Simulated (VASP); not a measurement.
Write the native input for VASP 6.6.1 that does the following.

```yaml
Task: single point
Functional: BLYP
Dispersion: D3(BJ)
Potentials_or_basis: VASP PAW PBE potentials, release 64 (Sb)
Cutoff: 520 eV
k_mesh: 10 × 10 × 10
Occupations: fermi-dirac, width 0.05 eV
Spin: no spin polarisation
Dipole_correction: no
Further_INCAR_settings: ALGO = Normal; EDIFF = 1e-06; NBANDS = 8
```

The structure of Sb lies in POSCAR:

```
Sb
1.0
    0.0000000000      2.3772141217      2.3772141217
    2.3772141217      0.0000000000      2.3772141217
    2.3772141217      2.3772141217      0.0000000000
Sb
1
Direct
    0.0000000000      0.0000000000      0.0000000000
```

This isn't the form of Sb at room conditions, which is rhombohedral.

One way to write it, as run:

INCAR

```
SYSTEM = Sb
  PREC = Accurate
  ENCUT = 520
  EDIFF = 1E-6
  ISMEAR = -1
  SIGMA = 0.05
  LREAL = .FALSE.
  LASPH = .TRUE.
  NELM = 100
  ALGO = Normal
  ISIF = 2
  LWAVE = .FALSE.
  LCHARG = .TRUE.
  GGA = B5
  ALDAX = 1.0
  AGGAX = 1.0
  AGGAC = 1.0
  ALDAC = 0.0
  IVDW = 12
  VDW_S6 = 1.0
  VDW_S8 = 2.6996
  VDW_A1 = 0.4298
  VDW_A2 = 4.2359
  LELF = .TRUE.
  LVHAR = .TRUE.
  NBANDS = 8
```

KPOINTS

```
regular mesh
0
G
  10 10 10
  0 0 0
```

Potentials or basis: VASP PAW PBE potentials, release 64 (Sb).

Command:

```bash
$ cat potpaw_PBE.64/Sb/POTCAR > POTCAR
$ mpirun -np 1 vasp_std > vasp.out
```

Results of the run:

- Pressure: 0.2 GPa
- Band gap on the k mesh: zero (an odd number of electrons rules out a gap without spin polarisation)
- Dispersion energy per atom: -1.235 eV

Caveat: the PAW data sets were made with another functional, which shifts forces and pressure a little; spin-orbit coupling is left out, which moves the levels of the heavy elements.

Run time: 11 s on 1 thread of Intel(R) Xeon(R) Platinum 8488C (Sapphire Rapids) (shared host), peak memory 0.16 GiB.
